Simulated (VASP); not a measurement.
# Si (P-3m1) in VASP: notebook

Si is run at these levels: PBE; tasks: single point, relaxation of cell and atoms.

Program: VASP 6.6.1. These are calculated values, not measurements. Logs are shortened: lines on timing, memory, paths and dates and some standing lists are left out, and cuts for length are marked.

## 1. The cell of the first run

Symmetry: P-3m1, No. 164, trigonal system. The conventional cell has a = 3.439 Å, b = 3.439 Å, c = 11.156 Å, α = 90.00°, β = 90.00°, γ = 120.00°. Within 3.3 Å of Si (site symmetry 3m) lie 8 Si at 2.52 to 3.25 Å. Within 3.3 Å of Si (site symmetry 3m) lie 7 Si at 2.52 to 3.25 Å. Within 3.3 Å of Si (site symmetry 3m) lie 7 Si at 2.52 to 3.17 Å. Within 3.3 Å of Si (site symmetry -3m) lie 6 Si at 2.52 Å.

The cell was built from a structure type or drawn by symmetry, and may not be a known phase.

## 2. Single point, PBE

Contents of INCAR:

```
PREC = Accurate
ENCUT = 520
EDIFF = 1E-6
ISMEAR = 0
SIGMA = 0.1
LREAL = F
LASPH = T
NELM = 80
ALGO = Normal
ISIF = 2
LWAVE = F
LCHARG = F
GGA = PE
NBANDS = 23
```

Contents of KPOINTS:

```
Automatic mesh
0
Gamma
  6 6 2
```

Contents of POSCAR:

```
Si
1.0
    3.4394274018      0.0000000000      0.0000000000
   -1.7197137009      2.9786315045      0.0000000000
    0.0000000000      0.0000000000     11.1558243720
Si
7
Direct
    0.3333333333      0.6666666667      0.5766347425
    0.6666666667      0.3333333333      0.7150545261
    0.3333333333      0.6666666667      0.8607794487
    0.0000000000      0.0000000000      0.0000000000
    0.6666666667      0.3333333333      0.1392205513
    0.3333333333      0.6666666667      0.2849454739
    0.6666666667      0.3333333333      0.4233652575
```

Potentials or basis: VASP PAW PBE potentials, release 64 (Si).

Launch:

```console
> cat potpaw_PBE.64/Si/POTCAR > POTCAR
> mpirun -np 1 vasp_std > vasp.out
```

OUTCAR:

```text
PREC = Accurate
   ENCUT = 520
   EDIFF = 1E-6
   ISMEAR = 0
   LREAL = F
   LASPH = T
   NELM = 80
   ISIF = 2
   GGA = PE

 ion  position               nearest neighbor table
   1  0.333  0.667  0.577-   2 2.52   2 2.52   2 2.52   7 2.62   7 2.62   7 2.62
   2  0.667  0.333  0.715-   1 2.52   1 2.52   1 2.52   3 2.57   3 2.57   3 2.57
   3  0.333  0.667  0.861-   4 2.52   4 2.52   4 2.52   2 2.57   2 2.57   2 2.57
   4  0.000  0.000  0.000-   3 2.52   5 2.52   5 2.52   3 2.52   5 2.52   3 2.52
   5  0.667  0.333  0.139-   4 2.52   4 2.52   4 2.52   6 2.57   6 2.57   6 2.57
   6  0.333  0.667  0.285-   7 2.52   7 2.52   7 2.52   5 2.57   5 2.57   5 2.57
   7  0.667  0.333  0.423-   6 2.52   6 2.52   6 2.52   1 2.62   1 2.62   1 2.62

  LATTYP: Found a hexagonal cell.
 ALAT       =     3.4394274018
 C/A-ratio  =     3.2435120934

  Lattice vectors:

 A1 = (   3.4394274018,   0.0000000000,   0.0000000000)
 A2 = (  -1.7197137009,   2.9786315045,   0.0000000000)
 A3 = (   0.0000000000,   0.0000000000,  11.1558243720)

Analysis of symmetry for initial positions (statically):
=====================================================================
 Subroutine PRICEL returns:
 Original cell was already a primitive cell.

 Routine SETGRP: Setting up the symmetry group for a
 hexagonal supercell.

 Subroutine GETGRP returns: Found 12 space group operations
 (whereof 12 operations were pure point group operations)
 out of a pool of 24 trial point group operations.

The static configuration has the point symmetry D_3d.

Analysis of symmetry for dynamics (positions and initial velocities):
=====================================================================
 Subroutine PRICEL returns:
 Original cell was already a primitive cell.

 Routine SETGRP: Setting up the symmetry group for a
 hexagonal supercell.

 Subroutine GETGRP returns: Found 12 space group operations
 (whereof 12 operations were pure point group operations)
 out of a pool of 24 trial point group operations.

The dynamic configuration has the point symmetry D_3d.

 Subroutine INISYM returns: Found 12 space group operations
 (whereof 12 operations are pure point group operations),
 and found     1 'primitive' translations

----------------------------------------------------------------------------------------

                                     Primitive cell

  volume of cell :     114.2890

  direct lattice vectors                    reciprocal lattice vectors
     3.439427402  0.000000000  0.000000000     0.290746070  0.167862322  0.000000000
    -1.719713701  2.978631505  0.000000000     0.000000000  0.335724644  0.000000000
     0.000000000  0.000000000 11.155824372     0.000000000  0.000000000  0.089639274

  length of vectors
     3.439427402  3.439427402 11.155824372     0.335724644  0.335724644  0.089639274

  position of ions in fractional coordinates (direct lattice)
     0.333333333  0.666666667  0.576634742
     0.666666667  0.333333333  0.715054526
     0.333333333  0.666666667  0.860779449
     0.000000000  0.000000000  0.000000000
     0.666666667  0.333333333  0.139220551
     0.333333333  0.666666667  0.284945474
     0.666666667  0.333333333  0.423365258

  ion indices of the primitive-cell ions
   primitive index   ion index
                 1           1
                 2           2
                 3           3
                 4           4
                 5           5
                 6           6
                 7           7

----------------------------------------------------------------------------------------

 KPOINTS: Automatic mesh

Automatic generation of k-mesh.
 Grid dimensions read from file:
 generate k-points for:    6    6    2

 Generating k-lattice:

  Cartesian coordinates                     Fractional coordinates (reciprocal lattice)
     0.048457678  0.027977054  0.000000000     0.166666667 -0.000000000  0.000000000
     0.000000000  0.055954107  0.000000000     0.000000000  0.166666667  0.000000000
[... 50 lines left out ...]

 Free energy of the ion-electron system (eV)
  ---------------------------------------------------
  ext. energy  EPLUGINS =         0.00000000
  ---------------------------------------------------
  free energy    TOTEN  =       -35.06417063 eV

  energy without entropy =      -35.05002984  energy(sigma->0) =      -35.05710024

 E-fermi :   8.1701     XC(G=0): -10.5772

 val. band max:        8.1142405595   @ k =   0.5000   0.0000   0.0000
 cond. band min:       8.1727053571   @ k =   0.1667   0.1667   0.0000
 fundamental gap:      0.0584647976
 Fermi energy:         8.1700668742

 k-point     1 :       0.0000    0.0000    0.0000
  band No.  band energies     occupation
      1      -4.9932      2.00000
      2      -3.8704      2.00000
      3      -3.8074      2.00000
      4      -0.4830      2.00000
      5      -0.3491      2.00000
      6       4.9508      2.00000
[... 15 lines left out ...]
     22      12.7227      0.00000
     23      13.4139      0.00000

 k-point     2 :       0.1667    0.0000    0.0000
  band No.  band energies     occupation
      1      -4.5557      2.00000
      2      -3.4392      2.00000
      3      -3.3741      2.00000
      4      -0.0657      2.00000
      5       0.0638      2.00000
      6       5.1391      2.00000
[... 15 lines left out ...]
     22      13.3864      0.00000
     23      13.5165      0.00000

 k-point     3 :       0.3333    0.0000    0.0000
  band No.  band energies     occupation
      1      -3.2671      2.00000
      2      -2.1796      2.00000
      3      -2.1006      2.00000
      4       1.0223      2.00000
      5       1.2313      2.00000
      6       2.2473      2.00000
[... 15 lines left out ...]
     22      12.1445      0.00000
     23      13.5036      0.00000
[... 235 lines left out ...]
 k-point    13 :       0.3333    0.1667    0.5000
  band No.  band energies     occupation
      1      -1.7965      2.00000
      2      -1.7216      2.00000
      3       0.0783      2.00000
      4       0.5354      2.00000
      5       1.0670      2.00000
      6       1.3228      2.00000
[... 15 lines left out ...]
     22      13.1597      0.00000
     23      13.2862      0.00000

 k-point    14 :       0.3333    0.3333    0.5000
  band No.  band energies     occupation
      1      -0.2163      2.00000
      2      -0.2163      2.00000
      3       0.2543      2.00000
      4       0.2543      2.00000
      5       0.4803      2.00000
      6       1.9176      2.00000
[... 15 lines left out ...]
     22      14.7664      0.00000
     23      14.7664      0.00000

------------------------ aborting loop because EDIFF is reached ----------------------------------------

  FORCE on cell =-STRESS in cart. coord.  units (eV):
  Direction    XX          YY          ZZ          XY          YZ          ZX
  --------------------------------------------------------------------------------------
  -------------------------------------------------------------------------------------
  Total       -0.0884083     -0.0884083     -0.0369959      0.0000000      0.0000000      0.0000000
  in kB       -1.2393649     -1.2393649     -0.5186320      0.0000000      0.0000000      0.0000000
  external PRESSURE =      -0.9991206 kB  Pullay stress =       0.0000000 kB

 VOLUME and BASIS-vectors are now :
 -----------------------------------------------------------------------------
  energy-cutoff  :      520.00
  volume of cell :      114.29
      direct lattice vectors                 reciprocal lattice vectors
     3.439427402  0.000000000  0.000000000     0.290746070  0.167862322  0.000000000
    -1.719713701  2.978631505  0.000000000     0.000000000  0.335724644  0.000000000
     0.000000000  0.000000000 11.155824372     0.000000000  0.000000000  0.089639274

 POSITION                                       TOTAL-FORCE (eV/Angst)
 -----------------------------------------------------------------------------------
     -0.00000      1.98575      6.43284         0.000000     -0.000000      0.002162
      1.71971      0.99288      7.97702         0.000000      0.000000     -0.003085
     -0.00000      1.98575      9.60270         0.000000      0.000000      0.001555
      0.00000      0.00000      0.00000         0.000000      0.000000      0.000000
      1.71971      0.99288      1.55312        -0.000000      0.000000     -0.001555
     -0.00000      1.98575      3.17880         0.000000      0.000000      0.003085
      1.71971      0.99288      4.72299        -0.000000      0.000000     -0.002162
 -----------------------------------------------------------------------------------
    total drift:                               -0.000000     -0.000000     -0.000000

  FREE ENERGIE OF THE ION-ELECTRON SYSTEM (eV)
  ---------------------------------------------------
  free  energy   TOTEN  =       -35.0641706296 eV

  energy  without entropy=      -35.0500298416  energy(sigma->0) =      -35.05710024
```

Wall time 53 s (1 thread of Intel Xeon 8259CL, shared host); peak memory 0.23 GiB.

Results:

* Free energy: -35.0642 eV
* Pressure: -0.1 GPa
* Largest force: 0.003 eV/Å
* Band gap on the k mesh: zero (bands 14 and 15 overlap by 3.74 eV)

Forces in eV/Å, atoms in the order of the input:
```
Si   0.000  0.000  0.002
Si   0.000  0.000 -0.003
Si   0.000  0.000  0.002
Si   0.000  0.000  0.000
Si   0.000  0.000 -0.002
Si   0.000  0.000  0.003
Si   0.000  0.000 -0.002
```

## 3. Single point, PBE

This run uses another cell than the first one, of 20.02 Å³/atom.

Contents of INCAR:

```
SYSTEM = Si
PREC = Accurate
ENCUT = 520
EDIFF = 1E-6
ISMEAR = 0
SIGMA = 0.1
LREAL = .False.
LASPH = .True.
NELM = 80
ALGO = Normal
ISIF = 2
LWAVE = .False.
LCHARG = .False.
GGA = PE
NBANDS = 23
```

Contents of KPOINTS:

```
Automatic mesh
0
Gamma
  6 6 2
  0 0 0
```

Contents of POSCAR:

```
Si
1.0
    3.4769199800      0.0000000000      0.0000000000
   -1.7384599900      3.0111010300      0.0000000000
    0.0000000000      0.0000000000     13.3861419200
Si
7
Direct
    0.3333333300      0.6666666700      0.5714285700
    0.6666666700      0.3333333300      0.7142857100
    0.3333333300      0.6666666700      0.8571428600
    0.0000000000      0.0000000000      0.0000000000
    0.6666666700      0.3333333300      0.1428571400
    0.3333333300      0.6666666700      0.2857142900
    0.6666666700      0.3333333300      0.4285714300
```

Potentials or basis: VASP PAW PBE potentials, release 64 (Si).

Launch:

```console
> cat potpaw_PBE.64/Si/POTCAR > POTCAR
> mpirun -np 1 vasp_std > vasp.out
```

Run time: 99 s. Hardware: 1 thread of Intel Xeon 8259CL, shared host; peak memory 0.26 GiB.

The run converged. Its results:

* Free energy: -33.0036 eV
* Pressure: -13.3 GPa
* Largest force: 0.136 eV/Å
* Band gap on the k mesh: zero (bands 14 and 15 overlap by 4.48 eV)

Forces on the atoms (eV/Å):
```
Si   0.000  0.000  0.079
Si   0.000  0.000 -0.015
Si   0.000  0.000 -0.136
Si   0.000  0.000  0.000
Si   0.000  0.000  0.136
Si   0.000  0.000  0.015
Si   0.000  0.000 -0.079
```

Stress tensor (GPa, compression positive):
```
 -8.90   0.00   0.00
  0.00  -8.90   0.00
  0.00   0.00 -22.06
```

Levels at points of the mesh, in eV from the Fermi level:
```
           k point  band 10  band 11  band 12  band 13  band 14  band 15  band 16  band 17  band 18  band 19
(0.00, 0.00, 0.00)     1.79     1.79     2.10     2.10     2.76     2.76     2.91     2.91     4.31     4.31
(0.50, 0.00, 0.00)    -3.90    -1.54    -1.44    -0.70    -0.55    -0.25     0.02     0.04     1.84     2.22
(0.00, 0.00, 0.50)     1.78     2.25     2.25     2.36     2.36     3.02     3.05     3.55     3.55     3.69
(0.50, 0.00, 0.50)    -3.27    -2.39    -2.34    -0.53    -0.51     0.15     0.76     0.95     0.95     1.50
```

Caveat: the cell stands under tension.

## 4. Single point, PBE

This run uses another cell than the first one, of 16.62 Å³/atom.

Contents of INCAR:

```
PREC = Accurate
ENCUT = 520
EDIFF = 1E-6
ISMEAR = 0
SIGMA = 0.1
LREAL = False
LASPH = True
NELM = 80
ALGO = Normal
ISIF = 2
LWAVE = False
LCHARG = False
GGA = PE
NBANDS = 23
```

Contents of KPOINTS:

```
Automatic mesh
0
Gamma
  12 12 4
```

Contents of POSCAR:

```
Si
1.0
    3.6253761331      0.0000000000      0.0000000000
   -1.8126880665      3.1396678295      0.0000000000
    0.0000000000      0.0000000000     10.2209659391
Si
7
Direct
    0.3333333333      0.6666666667      0.5869319698
    0.6666666667      0.3333333333      0.7138710218
    0.3333333333      0.6666666667      0.8637913397
    0.0000000000      0.0000000000      0.0000000000
    0.6666666667      0.3333333333      0.1362086603
    0.3333333333      0.6666666667      0.2861289782
    0.6666666667      0.3333333333      0.4130680302
```

Launch:

```console
> cat potpaw_PBE.64/Si/POTCAR > POTCAR
> mpirun -np 1 vasp_std > vasp.out
```

Run time: 4.9 min. Hardware: 1 thread of Intel Xeon 8259CL, shared host; peak memory 0.3 GiB.

The run converged. Its results:

| Item | Value |
| --- | --- |
| Free energy | -35.2547 eV |
| Pressure | 0.0 GPa |
| Largest force | 0.005 eV/Å |
| Band gap on the k mesh | zero (bands 14 and 15 overlap by 2.16 eV) |

Forces in eV/Å, atoms in the order of the input:
```
Si   0.000  0.000  0.005
Si   0.000  0.000 -0.003
Si   0.000  0.000 -0.002
Si   0.000  0.000  0.000
Si   0.000  0.000  0.002
Si   0.000  0.000  0.003
Si   0.000  0.000 -0.005
```

Levels at points of the mesh, in eV from the Fermi level:
| k point | band 11 | band 12 | band 13 | band 14 | band 15 | band 16 | band 17 | band 18 |
| --- | --- | --- | --- | --- | --- | --- | --- | --- |
| (0.00, 0.00, 0.00) | -0.27 | 0.47 | 0.47 | 1.21 | 1.21 | 1.29 | 2.22 | 2.98 |
| (0.50, 0.00, 0.00) | -3.18 | -2.09 | -1.77 | -0.88 | 0.20 | 0.54 | 1.27 | 1.62 |
| (0.00, 0.00, 0.50) | 0.25 | 0.25 | 1.11 | 1.26 | 1.99 | 1.99 | 2.24 | 2.55 |
| (0.50, 0.00, 0.50) | -2.46 | -2.06 | -1.41 | -1.15 | -0.74 | 0.13 | 0.20 | 0.59 |

## 5. Relaxation of cell and atoms, PBE

This run uses another cell than the first one, of 20.02 Å³/atom.

Contents of INCAR:

```
SYSTEM = Si
ALGO = Normal
EDIFF = 1E-6
EDIFFG = -0.04
ENCUT = 600
GGA = PE
IBRION = 2
ISIF = 3
ISMEAR = 0
LASPH = .True.
LCHARG = .False.
LREAL = .False.
LWAVE = .False.
NELM = 60
NSW = 90
PREC = Accurate
SIGMA = 0.1
```

Contents of KPOINTS:

```
k-points
0
Gamma
  6 6 2
  0 0 0
```

Contents of POSCAR:

```
Si
1.0
    3.4769199800      0.0000000000      0.0000000000
   -1.7384599900      3.0111010300      0.0000000000
    0.0000000000      0.0000000000     13.3861419200
Si
7
Direct
    0.3333333300      0.6666666700      0.5714285700
    0.6666666700      0.3333333300      0.7142857100
    0.3333333300      0.6666666700      0.8571428600
    0.0000000000      0.0000000000      0.0000000000
    0.6666666700      0.3333333300      0.1428571400
    0.3333333300      0.6666666700      0.2857142900
    0.6666666700      0.3333333300      0.4285714300
```

Launch:

```console
> cat potpaw_PBE.64/Si/POTCAR > POTCAR
> mpirun -np 1 vasp_std > vasp.out
```

Run time: 12 min. Hardware: 1 thread of Intel Xeon 8259CL, shared host; peak memory 0.28 GiB.

The run converged. Its results:

```yaml
Free_energy: -35.0650 eV
Relaxed_volume: 16.31 Å³/atom
Relaxed_cell: a = 3.437 Å, b = 3.437 Å, c = 11.157 Å, α = 90.00°, β = 90.00°, γ = 120.00°
Space_group_after_relaxing_to_0.1_Å: P-3m1 (No. 164)
Energy_gained_by_relaxing: 294.5 meV/atom
Ionic_steps: 16
Pressure_after_relaxing: 0.0 GPa
Largest_force_after_relaxing: 0.033 eV/Å
Band_gap_on_the_k_mesh: zero (bands 14 and 15 overlap by 3.74 eV)
```

Forces in eV/Å, atoms in the order of the input:
```
Si   0.000  0.000  0.002
Si   0.000  0.000  0.033
Si   0.000  0.000 -0.007
Si   0.000  0.000  0.000
Si   0.000  0.000  0.007
Si   0.000  0.000 -0.033
Si   0.000  0.000 -0.002
```

Step by step:
```csv
step,energy change (eV),largest force (eV/Å),pressure (GPa),volume (Å³)
1,0.0000,0.1357,-13.28,140.14
2,-1.9545,0.1442,2.22,108.84
3,-1.9606,0.1387,0.81,110.19
4,-1.9599,0.1412,1.37,109.63
5,-1.9903,0.0713,1.26,110.59
6,-2.0187,0.1208,0.74,112.24
7,-2.0185,0.1425,-0.59,115.32
8,-2.0409,0.1815,0.07,113.92
9,-2.0363,0.1653,0.40,113.14
10,-2.0414,0.1821,0.14,113.75
11,-2.0520,0.1292,-0.33,114.48
12,-2.0540,0.0917,-0.63,114.98
13,-2.0593,0.0491,0.51,113.68
14,-2.0596,0.0323,0.31,113.91
15,-2.0608,0.0347,-0.14,114.30
16,-2.0613,0.0331,0.01,114.17
```

Final structure:
```
Si
1.0
     3.43741    0.00000    0.00000
    -1.71870    2.97688    0.00000
     0.00000    0.00000   11.15715
Si
7
Direct
  0.33333 0.66667 0.57642
  0.66667 0.33333 0.71440
  0.33333 0.66667 0.86077
  0.00000 0.00000 0.00000
  0.66667 0.33333 0.13923
  0.33333 0.66667 0.28560
  0.66667 0.33333 0.42357
```

Levels at points of the mesh, in eV from the Fermi level:
```tsv
k point	band 12	band 13	band 14	band 15	band 16	band 17
(0.00, 0.00, 0.00)	1.83	1.83	2.26	2.26	3.43	4.08
(0.50, 0.00, 0.00)	-0.99	-0.96	-0.65	-0.06	0.32	1.31
(0.00, 0.00, 0.50)	1.49	1.49	1.89	3.15	3.15	3.28
(0.50, 0.00, 0.50)	-1.81	-1.73	-1.73	0.19	0.51	0.75
```

Caveat: the volume moved by over 15 % at a fixed basis, so the end points are rough.

## 6. Summary

| task | cell | k mesh | cutoff (eV) | gap on the mesh (eV) | pressure (GPa) | largest force (eV/Å) |
| --- | --- | --- | --- | --- | --- | --- |
| single point | a = 3.439, b = 3.439, c = 11.156 Å, angles 90.0, 90.0, 120.0°, 7 atoms, atomic positions A | 6 × 6 × 2 | 520 | none | -0.1 | - |
| single point | a = 3.477, b = 3.477, c = 13.386 Å, angles 90.0, 90.0, 120.0°, 7 atoms, atomic positions B | 6 × 6 × 2 | 520 | none | -13.3 | 0.14 |
| single point | a = 3.625, b = 3.625, c = 10.221 Å, angles 90.0, 90.0, 120.0°, 7 atoms, atomic positions C | 12 × 12 × 4 | 520 | none | 0.0 | 0.01 |
| relaxation of cell and atoms | relaxed from a = 3.477, b = 3.477, c = 13.386 Å, angles 90.0, 90.0, 120.0°, 7 atoms, atomic positions B | 6 × 6 × 2 | 600 | none | 0.0 | 0.03 |

Alike in all rows: level PBE; potentials or basis VASP PAW PBE potentials, release 64 (Si); no spin polarisation; smearing gaussian 0.1 eV.

Caveats: the cell stands under tension (at least some runs); the volume moved by over 15 % at a fixed basis, so the end points are rough (at least some runs).

Total energies depend on the potentials used, so only differences within one code and one set of settings carry meaning.
